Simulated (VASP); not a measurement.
Here is a VASP 6.6.1 calculation.

File INCAR:

```
SYSTEM = Cu
PREC = Accurate
ENCUT = 820
EDIFF = 1E-6
ISMEAR = 0
SIGMA = 0.1
LREAL = .False.
LASPH = .True.
NELM = 120
ALGO = Normal
ISIF = 2
LWAVE = .False.
LCHARG = .False.
GGA = CA
NBANDS = 16
GGA_COMPAT = .False.
```

File KPOINTS:

```
regular mesh
0
Gamma
  20 20 20
  0 0 0
```

The input POSCAR:

```
Cu
1.0
    0.0000000000      1.7591151948      1.7591151948
    1.7591151948      0.0000000000      1.7591151948
    1.7591151948      1.7591151948      0.0000000000
Cu
1
Direct
    0.0000000000      0.0000000000      0.0000000000
```

Potentials or basis: VASP PAW LDA potentials, release 64 (Cu_sv_GW).

Command:

```sh
$ cat potpaw_LDA.64/Cu_sv_GW/POTCAR > POTCAR
$ mpirun -np 1 vasp_std > vasp.out
```

Task: Estimate the band gap on the k mesh.

Result: Zero (an odd number of electrons rules out a gap without spin polarisation).

Task: Predict the pressure.

Result: -0.8 GPa.
